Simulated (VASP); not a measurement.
# Na2Os (P6_3/mmc) in VASP: a series of runs, part 2 of 2

VASP 6.6.1.

## (3) Relaxation of cell and atoms, PBE

This run uses another cell than the first one, of 17.14 Å³/atom.

INCAR

```
ALGO = Normal
EDIFF = 1E-7
EDIFFG = -0.04
ENCUT = 600
GGA = PE
IBRION = 2
ISIF = 3
ISMEAR = 0
LASPH = True
LCHARG = False
LREAL = False
LWAVE = False
NELM = 100
NSW = 90
PREC = Accurate
SIGMA = 0.1
```

KPOINTS

```
k-points
0
Gamma
  6 6 2
```

POSCAR

```
Na2Os
1.0
    3.1254615800      0.0000000000      0.0000000000
   -1.5627307900      2.7067291269      0.0000000000
    0.0000000000      0.0000000000     12.1567638899
Na Os
4 2
Direct
    0.3333333333      0.6666666667      0.6275000000
    0.6666666667      0.3333333333      0.1275000000
    0.3333333333      0.6666666667      0.8725000000
    0.6666666667      0.3333333333      0.3725000000
    0.3333333333      0.6666666667      0.2500000000
    0.6666666667      0.3333333333      0.7500000000
```

Potentials or basis: VASP PAW PBE potentials, release 64 (Na_pv, Os).

On the command line:

```sh
$ cat potpaw_PBE.64/Na_pv/POTCAR potpaw_PBE.64/Os/POTCAR > POTCAR
$ mpirun -np 1 vasp_std > vasp.out
```

OUTCAR:

```text
EDIFF = 1E-7
   EDIFFG = -0.04
   ENCUT = 600
   GGA = PE
   IBRION = 2
   ISIF = 3
   ISMEAR = 0
   LASPH = True
   LREAL = False
   NELM = 100
   NSW = 90
   PREC = Accurate

 ion  position               nearest neighbor table
   1  0.333  0.667  0.627-   6 2.34   6 2.34   6 2.34
   2  0.667  0.333  0.127-   5 2.34   5 2.34   5 2.34
   3  0.333  0.667  0.873-   6 2.34   6 2.34   6 2.34
   4  0.667  0.333  0.373-   5 2.34   5 2.34   5 2.34
   5  0.333  0.667  0.250-   2 2.34   4 2.34   2 2.34   4 2.34   2 2.34   4 2.34
   6  0.667  0.333  0.750-   1 2.34   3 2.34   1 2.34   3 2.34   1 2.34   3 2.34

  LATTYP: Found a hexagonal cell.
 ALAT       =     3.1254615800
 C/A-ratio  =     3.8895899306

  Lattice vectors:

 A1 = (   3.1254615800,   0.0000000000,   0.0000000000)
 A2 = (  -1.5627307900,   2.7067291269,   0.0000000000)
 A3 = (   0.0000000000,   0.0000000000,  12.1567638899)

Analysis of symmetry for initial positions (statically):
=====================================================================
 Subroutine PRICEL returns:
 Original cell was already a primitive cell.

 Routine SETGRP: Setting up the symmetry group for a
 hexagonal supercell.

 Subroutine GETGRP returns: Found 24 space group operations
 (whereof 12 operations were pure point group operations)
 out of a pool of 24 trial point group operations.

The static configuration has the point symmetry D_3d.
 The point group associated with its full space group is D_6h.

Analysis of symmetry for dynamics (positions and initial velocities):
=====================================================================
 Subroutine PRICEL returns:
 Original cell was already a primitive cell.

 Routine SETGRP: Setting up the symmetry group for a
 hexagonal supercell.

 Subroutine GETGRP returns: Found 24 space group operations
 (whereof 12 operations were pure point group operations)
 out of a pool of 24 trial point group operations.

The dynamic configuration has the point symmetry D_3d.
 The point group associated with its full space group is D_6h.

 Subroutine INISYM returns: Found 24 space group operations
 (whereof 12 operations are pure point group operations),
 and found     1 'primitive' translations

----------------------------------------------------------------------------------------

                                     Primitive cell

  volume of cell :     102.8435

  direct lattice vectors                    reciprocal lattice vectors
     3.125461580  0.000000000  0.000000000     0.319952741  0.184724801  0.000000000
    -1.562730790  2.706729127  0.000000000     0.000000000  0.369449602  0.000000000
     0.000000000  0.000000000 12.156763890     0.000000000  0.000000000  0.082258733

  length of vectors
     3.125461580  3.125461580 12.156763890     0.369449603  0.369449602  0.082258733

  position of ions in fractional coordinates (direct lattice)
     0.333333333  0.666666667  0.627500000
     0.666666667  0.333333333  0.127500000
     0.333333333  0.666666667  0.872500000
     0.666666667  0.333333333  0.372500000
     0.333333333  0.666666667  0.250000000
     0.666666667  0.333333333  0.750000000

  ion indices of the primitive-cell ions
   primitive index   ion index
                 1           1
                 2           2
                 3           3
                 4           4
                 5           5
                 6           6

----------------------------------------------------------------------------------------

[... 25 lines left out ...]
            Coordinates               Weight
  0.000000  0.000000  0.000000      1.000000
  0.166667 -0.000000  0.000000      6.000000
  0.333333  0.000000  0.000000      6.000000
  0.500000 -0.000000  0.000000      3.000000
  0.166667  0.166667  0.000000      6.000000
  0.333333  0.166667  0.000000     12.000000
  0.333333  0.333333  0.000000      2.000000
  0.000000  0.000000  0.500000      1.000000
  0.166667 -0.000000  0.500000      6.000000
  0.333333  0.000000  0.500000      6.000000
  0.500000 -0.000000  0.500000      3.000000
  0.166667  0.166667  0.500000      6.000000
  0.333333  0.166667  0.500000     12.000000
  0.333333  0.333333  0.500000      2.000000
   k-points           NKPTS =     14   k-points in BZ     NKDIM =     14   number of bands    NBANDS=     26
   number of dos      NEDOS =    301   number of ions     NIONS =      6
   total plane-waves  NPLWV =  76832
   dimension x,y,z NGX =    28 NGY =   28 NGZ =   98
   dimension x,y,z NGXF=    56 NGYF=   56 NGZF=  196
   ions per type =               4   2
   NGX,Y,Z   is equivalent  to a cutoff of  14.89, 14.89, 13.40 a.u.
   NGXF,Y,Z  is equivalent  to a cutoff of  29.79, 29.79, 26.80 a.u.
 SYSTEM =  unknown system
   PREC   = accura    normal or accurate (medium, high low for compatibility)
   ISTART =      0    job   : 0-new  1-cont  2-samecut
   ICHARG =      2    charge: 1-file 2-atom 10-const
   ISPIN  =      1    spin polarized calculation?
   LNONCOLLINEAR =      F non collinear calculations
   LSORBIT =      F    spin-orbit coupling
   LASPH  =      T    aspherical Exc in radial PAW
   ENCUT  =  600.0 eV  44.10 Ry    6.64 a.u.   6.24  6.24 24.28*2*pi/ulx,y,z
   NELM   =    100;   NELMIN=  2; NELMDL= -5     # of ELM steps
   EDIFF  = 0.1E-06   stopping-criterion for ELM
   LREAL  =      F    real-space projection
   EDIFFG = -.4E-01   stopping-criterion for IOM
   NSW    =     90    number of steps for IOM
   IBRION =      2    ionic relax: 0-MD 1-quasi-New 2-CG
   NFREE  =      1    steps in history (QN), initial steepest desc. (CG)
   ISIF   =      3    stress and relaxation
   ISYM   =      2    0-nonsym 1-usesym 2-fastsym
   POTIM  = 0.5000    time-step for ionic-motion
   TEBEG  =    0.0;   TEEND  =   0.0 temperature during run
   PSTRESS=    0.0 pullay stress
   NELECT =      44.0000    total number of electrons
   NUPDOWN=      -1.0000    fix difference up-down
   EMIN   =  10.00;   EMAX   =-10.00  energy-range for DOS
   EFERMI =   0.00;   METHOD = LEGACY
   ISMEAR =     0;   SIGMA  =   0.10  broadening in eV -4-tet -1-fermi 0-gaus
   EFERMI_NEDOS =   21; number of points for ismear=-14 and -15
   IALGO  =     38    algorithm
   IMIX   =      4    mixing-type and parameters
     AMIX     =   0.40;   BMIX     =  1.00
     AMIX_MAG =   1.60;   BMIX_MAG =  1.00
  volume/ion in A,a.u.               =      17.14       115.67
  Fermi-wavevector in a.u.,A,eV,Ry     =   1.233578  2.331125 20.704197  1.521716
  Thomas-Fermi vector in A             =   2.368303
   LORBIT       =      0    0 simple, 1 ext, 2 COOP (PROOUT), +10 PAW based schemes
   GGA     = PE    functional components
   LHFCALC =     F    Hartree Fock is set to
   AEXX    =    0.0000 exact exchange contribution
   IVDW    =     0    specifies the selected vdW correction
   LEPSILON=     F    determine dielectric tensor
   LRPA    =     F    only Hartree local field effects (RPA)
 conjugate gradient relaxation of ions
 non-spin polarized calculation
 Gauss-broadening in eV      SIGMA  =   0.10
  energy-cutoff  :      600.00
  volume of cell :      102.84
 maximum number of plane-waves:      3457
 NGX is ok and might be reduce to    28
   NGX = 13   NGY = 13   NGZ = 49

--------------------------------------- Ionic step        1  -------------------------------------------

 number of electron      43.9999982 magnetization

 Free energy of the ion-electron system (eV)
  ---------------------------------------------------
  ext. energy  EPLUGINS =         0.00000000
  ---------------------------------------------------
  free energy    TOTEN  =       -13.31194053 eV

  energy without entropy =      -13.28485382  energy(sigma->0) =      -13.29839718

------------------------ aborting loop because EDIFF is reached ----------------------------------------

  FORCE on cell =-STRESS in cart. coord.  units (eV):
  Direction    XX          YY          ZZ          XY          YZ          ZX
  --------------------------------------------------------------------------------------
  -------------------------------------------------------------------------------------
  Total       17.0291107     17.0291107     37.3905384     -0.0000000     -0.0000000     -0.0000000
  in kB      265.2928882    265.2928883    582.4992336     -0.0000000     -0.0000000     -0.0000000
  external PRESSURE =     371.0283367 kB  Pullay stress =       0.0000000 kB
[... 517 lines left out ...]
     25      14.1216      0.00000
     26      14.1216      0.00000

[... ionic steps 4 to 11 ...]

--------------------------------------- Ionic step       12  -------------------------------------------

 number of electron      44.0000023 magnetization

 E-fermi :   3.6227     XC(G=0):  -9.7426
[... 488 lines left out ...]
--------------------------------------- Ionic step       14  -------------------------------------------

 number of electron      44.0000023 magnetization

 Free energy of the ion-electron system (eV)
  ---------------------------------------------------
  ext. energy  EPLUGINS =         0.00000000
  ---------------------------------------------------
  free energy    TOTEN  =       -23.74515216 eV

  energy without entropy =      -23.73731893  energy(sigma->0) =      -23.74123554

 E-fermi :   3.7262     XC(G=0):  -9.8180

 val. band max:        3.4924951900   @ k =   0.3333   0.0000   0.5000
 cond. band min:       3.8049020483   @ k =   0.3333   0.0000   0.0000
 fundamental gap:      0.3124068583
 Fermi energy:         3.7261727524
[... 437 lines left out ...]
  FREE ENERGIE OF THE ION-ELECTRON SYSTEM (eV)
  ---------------------------------------------------
  free  energy   TOTEN  =       -23.7451521589 eV

  energy  without entropy=      -23.7373189275  energy(sigma->0) =      -23.74123554

 reached required accuracy - stopping structural energy minimisation
```

OSZICAR:

```text
N       E                     dE             d eps       ncg     rms          rms(c)
DAV:   1     0.488550016798E+03    0.48855E+03   -0.25054E+04   728   0.228E+03
DAV:   2     0.361550590415E+02   -0.45239E+03   -0.44267E+03   762   0.592E+02
DAV:   3    -0.127414557367E+02   -0.48897E+02   -0.46235E+02   914   0.183E+02
[... 253 lines left out ...]
DAV:   5    -0.237451672480E+02    0.33853E-04   -0.14435E-04   858   0.157E-01    0.342E-02
DAV:   6    -0.237451531305E+02    0.14118E-04   -0.35111E-05   830   0.551E-02    0.507E-03
DAV:   7    -0.237451523153E+02    0.81516E-06   -0.36141E-06   884   0.135E-02    0.219E-03
DAV:   8    -0.237451521699E+02    0.14545E-06   -0.33807E-07   642   0.565E-03    0.379E-04
DAV:   9    -0.237451521589E+02    0.10924E-07   -0.27349E-08   384   0.194E-03
  14 F= -.23745152E+02 E0= -.23741236E+02  d E =-.431580E-02
```

Run time: 6.8 min. Hardware: 1 thread of Intel Xeon 6975P-C (Granite Rapids), shared host; peak memory 0.3 GiB.

Results:

- Free energy: -23.7452 eV
- Relaxed volume: 18.59 Å³/atom
- Relaxed cell: a = 2.769 Å, b = 2.769 Å, c = 16.804 Å, α = 90.00°, β = 90.00°, γ = 120.00°
- Space group after relaxing (to 0.1 Å): P6_3/mmc (No. 194)
- Pressure after relaxing: 0.2 GPa
- Largest force after relaxing: 0.012 eV/Å
- Band gap on the k mesh: zero (bands 22 and 23 overlap by 2.82 eV)

Forces on the atoms (eV/Å):
```
Na   0.000  0.000 -0.012
Na   0.000  0.000 -0.012
Na   0.000  0.000  0.012
Na   0.000  0.000  0.012
Os   0.000  0.000  0.000
Os   0.000  0.000  0.000
```

Final structure:
```yaml
crystal:
  lattice:
    - [2.76875, 0.00000, 0.00000]
    - [-1.38438, 2.39781, 0.00000]
    - [0.00000, 0.00000, 16.80360]
  atoms:
    - { symbol: Na, position: [0.33333, 0.66667, 0.59549] }
    - { symbol: Na, position: [0.66667, 0.33333, 0.09549] }
    - { symbol: Na, position: [0.33333, 0.66667, 0.90451] }
    - { symbol: Na, position: [0.66667, 0.33333, 0.40451] }
    - { symbol: Os, position: [0.33333, 0.66667, 0.25000] }
    - { symbol: Os, position: [0.66667, 0.33333, 0.75000] }
```

Levels at points of the mesh, in eV from the Fermi level:
| k point | band 20 | band 21 | band 22 | band 23 | band 24 | band 25 |
| --- | --- | --- | --- | --- | --- | --- |
| (0.00, 0.00, 0.00) | -1.56 | -1.56 | -1.56 | -1.56 | -0.45 | 1.04 |
| (0.50, 0.00, 0.00) | 0.14 | 1.18 | 1.25 | 2.37 | 2.53 | 2.94 |
| (0.00, 0.00, 0.50) | -1.56 | -1.56 | -1.56 | -1.18 | -1.18 | 1.04 |
| (0.50, 0.00, 0.50) | 0.14 | 1.21 | 1.21 | 2.50 | 2.50 | 3.01 |

Caveat: the k points lie up to 0.44 Å⁻¹ apart in the final cell, too coarse for converged energies and pressures of a metal; a cell axis changed by over 15 % at a fixed basis, so the end point is rough; spin-orbit coupling is left out, which moves the levels of the heavy elements.

## (4) Single point, PBE

This run uses another cell than the first one, of 18.86 Å³/atom.

INCAR

```
SYSTEM = Na2Os
ALGO     = Fast           ! electronic algorithm
EDIFF    = 1E-6           ! SCF threshold, eV
ENCUT    = 520            ! plane-wave cutoff, eV
GGA      = PE             ! functional
ISIF     = 2              ! what is computed and relaxed
ISMEAR   = 0              ! smearing method
LASPH    = .TRUE.         ! aspherical terms in the spheres
LCHARG   = .FALSE.        ! write CHGCAR
LREAL    = .FALSE.        ! projectors in reciprocal space
LWAVE    = .FALSE.        ! write WAVECAR
NBANDS   = 31             ! bands
NELM     = 80             ! most SCF steps
PREC     = Accurate       ! precision mode
SIGMA    = 0.1            ! smearing width, eV
```

KPOINTS

```
k-points
0
G
  18 18 4
  0 0 0
```

POSCAR

```
Na2Os
1.0
    2.7825892145      0.0000000000      0.0000000000
   -1.3912946073      2.4097929481      0.0000000000
    0.0000000000      0.0000000000     16.8748428231
Na Os
4 2
Direct
    0.3333333333      0.6666666667      0.5968896020
    0.6666666667      0.3333333333      0.0968896020
    0.3333333333      0.6666666667      0.9031103980
    0.6666666667      0.3333333333      0.4031103980
    0.3333333333      0.6666666667      0.2500000000
    0.6666666667      0.3333333333      0.7500000000
```

On the command line:

```sh
$ cat potpaw_PBE.64/Na_pv/POTCAR potpaw_PBE.64/Os/POTCAR > POTCAR
$ mpirun -np 1 vasp_std > vasp.out
```

Wall time 2.9 min (1 thread of Intel Xeon 6975P-C (Granite Rapids), shared host); peak memory 0.46 GiB.

Results (log left out):

```
Free energy            : -23.5134 eV
Pressure               : -0.1 GPa
Largest force          : 0.009 eV/Å
Band gap on the k mesh : zero (bands 22 and 23 overlap by 2.75 eV)
```

Forces on the atoms (eV/Å):
```
Na   0.000  0.000  0.009
Na   0.000  0.000  0.009
Na   0.000  0.000 -0.009
Na   0.000  0.000 -0.009
Os   0.000  0.000  0.000
Os   0.000  0.000  0.000
```

Stress tensor (GPa, compression positive):
```
-0.04  0.00  0.00
 0.00 -0.04  0.00
 0.00  0.00 -0.14
```

Levels at points of the mesh, in eV from the Fermi level:
| k point | band 20 | band 21 | band 22 | band 23 | band 24 | band 25 |
| --- | --- | --- | --- | --- | --- | --- |
| (0.00, 0.00, 0.00) | -1.60 | -1.60 | -1.60 | -1.60 | -0.53 | 1.02 |
| (0.50, 0.00, 0.00) | 0.13 | 1.07 | 1.15 | 2.20 | 2.37 | 2.77 |
| (0.00, 0.00, 0.50) | -1.60 | -1.60 | -1.60 | -1.26 | -1.26 | 1.02 |
| (0.50, 0.00, 0.50) | 0.13 | 1.10 | 1.10 | 2.34 | 2.34 | 2.83 |

Caveat: spin-orbit coupling is left out, which moves the levels of the heavy elements.

## (5) Summary

| task | cell | k mesh | cutoff (eV) | gap on the mesh (eV) | pressure (GPa) | largest force (eV/Å) |
| --- | --- | --- | --- | --- | --- | --- |
| single point | a = 2.773, b = 2.773, c = 16.852 Å, angles 90.0, 90.0, 120.0°, 6 atoms, atomic positions A | 6 × 6 × 2 | 520 | none | -0.1 | 0.02 |
| relaxation of cell and atoms | relaxed from a = 3.125, b = 3.125, c = 12.157 Å, angles 90.0, 90.0, 120.0°, 6 atoms, atomic positions B | 6 × 6 × 2 | 600 | none | 0.2 | 0.01 |
| single point | a = 2.783, b = 2.783, c = 16.875 Å, angles 90.0, 90.0, 120.0°, 6 atoms, atomic positions C | 18 × 18 × 4 | 520 | none | -0.1 | 0.01 |

Alike in all rows: level PBE; potentials or basis VASP PAW PBE potentials, release 64 (Na_pv, Os); no spin polarisation; smearing gaussian 0.1 eV.

Caveats: some runs use coarse meshes; spin-orbit coupling is left out, which moves the levels of the heavy elements; a cell axis changed by over 15 % at a fixed basis, so the end point is rough (at least some runs).

Total energies depend on the potentials used, so only differences within one code and one set of settings carry meaning.

The gap in the log of VASP goes by the Fermi energy; the results here count the filled bands.